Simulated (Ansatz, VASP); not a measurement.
# Two plane-wave programs on AlN

```xyz
2
Lattice="0.0000 2.2013 2.2013 2.2013 0.0000 2.2013 2.2013 2.2013 0.0000" Properties=species:S:1:pos:R:3 pbc="T T T"
Al    0.0252    0.0000    0.0000
N     3.2534    3.3019    3.3019
```

Change from the starting cell: mode 4 frozen in at -0.049 Å and mode 5 at +0.000 Å (largest displacements).

Alike in both runs: task single point; functional PBE; k mesh 10 × 10 × 10; occupations gaussian, width 0.05 eV; no spin polarisation.

|  | VASP | Ansatz |
| --- | --- | --- |
| version | VASP 6.6.1 | Ansatz 0.2.0 |
| potentials or method | VASP PAW PBE potentials, release 64 (Al, N), cutoff 520 eV | scalar-relativistic, plane waves, PAW |
| valence electrons in the cell | 8 | 8 |

|  | VASP | Ansatz | Ansatz less VASP |
| --- | --- | --- | --- |
| gap on the k mesh at the Fermi level (eV) | 3.11 | 3.12 | +0.007 |
| least direct gap on the mesh (eV) | 3.79 | 3.78 | -0.007 |
| pressure (GPa) | 0.4 | 0.6 | +0.18 |
| traceless stress, the component that is largest in VASP (GPa) | -4.49 | -4.47 | +0.013 |
| rms of the force components (eV/Å) | 0.580 | 0.579 | -0.0011 |

Atom by atom the forces differ by 0.001 eV/Å (rms over components).
